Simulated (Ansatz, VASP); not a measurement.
## Cs2LiB6Os: VASP beside Ansatz

The input INCAR:

```
SYSTEM = Cs2LiB6Os
PREC = Accurate
ENCUT = 750
EDIFF = 1E-6
ISMEAR = -1
SIGMA = 0.1
LREAL = .False.
LASPH = .True.
NELM = 120
ALGO = Normal
ISIF = 2
LWAVE = .False.
LCHARG = .False.
GGA = PE
NBANDS = 38
GGA_COMPAT = .False.
```

Contents of KPOINTS:

```
regular mesh
0
Gamma
  4 4 4
  0 0 0
```

POSCAR

```
Cs2LiB6Os
1.0
    0.0000000000      4.0781040000      4.0781040000
    4.0781040000      0.0000000000      4.0781040000
    4.0781040000      4.0781040000      0.0000000000
Li Cs Os B
1 2 1 6
Direct
    0.5000000000      0.5000000000      0.5000000000
    0.2500000000      0.2500000000      0.2500000000
    0.7500000000      0.7500000000      0.7500000000
    0.0000000000      0.0000000000      0.0000000000
    0.7670000000      0.2330000000      0.2330000000
    0.2330000000      0.7670000000      0.2330000000
    0.2330000000      0.7670000000      0.7670000000
    0.7670000000      0.2330000000      0.7670000000
    0.2330000000      0.2330000000      0.7670000000
    0.7670000000      0.7670000000      0.2330000000
```

Input for Ansatz:

```yaml
crystal:
  lattice:
    - [0.0, 4.078104, 4.078104]
    - [4.078104, 0.0, 4.078104]
    - [4.078104, 4.078104, 0.0]
  atoms:
    - { symbol: Li, position: [0.5, 0.5, 0.5] }
    - { symbol: Cs, position: [0.25, 0.25, 0.25] }
    - { symbol: Cs, position: [0.75, 0.75, 0.75] }
    - { symbol: Os, position: [0.0, 0.0, 0.0] }
    - { symbol: B, position: [0.767, 0.233, 0.233] }
    - { symbol: B, position: [0.233, 0.767, 0.233] }
    - { symbol: B, position: [0.233, 0.767, 0.767] }
    - { symbol: B, position: [0.767, 0.233, 0.767] }
    - { symbol: B, position: [0.233, 0.233, 0.767] }
    - { symbol: B, position: [0.767, 0.767, 0.233] }
  symmetry: { tolerance: 0.0003 }
kpoints:
  mp_grid: { grid: [4, 4, 4], shift: [0, 0, 0] }
magnetization:
  spin_polarized: false
scf:
  occupations: { method: fermi_dirac }
hamiltonian:
  pseudopotentials: { kind: paw }
  xc: pbe
basis:
  ecutwfc: 420
output:
  forces: true
  stress: true
  eigenvalues: true
```

Alike in both runs: task single point; functional PBE; k mesh 4 × 4 × 4; no spin polarisation.

|  | VASP | Ansatz |
| --- | --- | --- |
| version | VASP 6.6.1 | Ansatz 0.2.0 |
| potentials or method | VASP PAW PBE potentials, release 64 (Li_sv, Cs_sv, Os_sv_GW, B), cutoff 750 eV | PAW plane waves |
| occupations | fermi-dirac, width 0.1 eV | fermi-dirac |
| valence electrons in the cell | 55 | 55 |

VASP gave:

```
gap on the k mesh at the Fermi level (eV) : none
rms of the force components (eV/Å)        : 1.660
```

**Question.** Which values does Ansatz return?

**Answer.** gap on the k mesh at the Fermi level (eV): none; rms of the force components (eV/Å): 1.655.

Atom by atom the forces differ by 0.005 eV/Å (rms over components). A gap of «none» marks a metal or a gap that the smearing closes.

Neither program's run includes spin-orbit coupling.
